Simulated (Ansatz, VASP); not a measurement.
**SiC: VASP beside Ansatz**

Contents of INCAR:

```
SYSTEM = SiC
PREC = Accurate
ENCUT = 520
EDIFF = 1E-7
ISMEAR = 0
SIGMA = 0.1
LREAL = .False.
LASPH = .True.
NELM = 80
ALGO = Normal
ISIF = 2
LWAVE = .False.
LCHARG = .False.
GGA = PE
NBANDS = 16
```

The input KPOINTS:

```
Automatic mesh
0
Gamma
  6 6 6
  0 0 0
```

File POSCAR:

```
SiC
1.0
    1.4205987600     -4.6569863100      0.0000000000
    1.4205987600      4.6569863100      0.0000000000
    0.0000000000      0.0000000000      2.9552455700
Si C
2 2
Direct
    0.0940261200      0.9059738800      0.5000000000
    0.9059738800      0.0940261200      0.5000000000
    0.1949989000      0.8050011000      0.0000000000
    0.8050011000      0.1949989000      0.0000000000
```

Input for Ansatz:

```yaml
crystal:
  lattice:
    - [1.42059876, -4.65698631, 0.0]
    - [1.42059876, 4.65698631, 0.0]
    - [0.0, 0.0, 2.95524557]
  atoms:
    - { symbol: Si, position: [0.09402612, 0.90597388, 0.5] }
    - { symbol: Si, position: [0.90597388, 0.09402612, 0.5] }
    - { symbol: C, position: [0.1949989, 0.8050011, 0.0] }
    - { symbol: C, position: [0.8050011, 0.1949989, 0.0] }
basis:
  ecutwfc: 420
kpoints:
  mp_grid: { grid: [6, 6, 6] }
hamiltonian:
  xc: pbe
scf:
  occupations: { method: gaussian, width: 0.1 }
  lower_state_search: "off"
output:
  forces: true
  stress: true
  eigenvalues: true
```

Alike in both runs: task single point; functional PBE; k mesh 6 × 6 × 6; occupations gaussian, width 0.1 eV; no spin polarisation.

```csv
,VASP,Ansatz
version,VASP 6.6.1,Ansatz 0.2.0
potentials or method,"VASP PAW PBE potentials, release 64 (Si, C), cutoff 520 eV","scalar-relativistic, plane waves, PAW"
valence electrons in the cell,16,16
```

VASP gave:

```
gap on the k mesh at the Fermi level (eV) : none
rms of the force components (eV/Å)        : 5.827
```

**Question.** Estimate Ansatz's values.

**Answer.** gap on the k mesh at the Fermi level (eV): none; rms of the force components (eV/Å): 5.865.

Atom by atom the forces differ by 0.039 eV/Å (rms over components). A gap of «none» marks a metal or a gap that the smearing closes.

The k mesh is coarse, so the values compare programs but aren't converged.
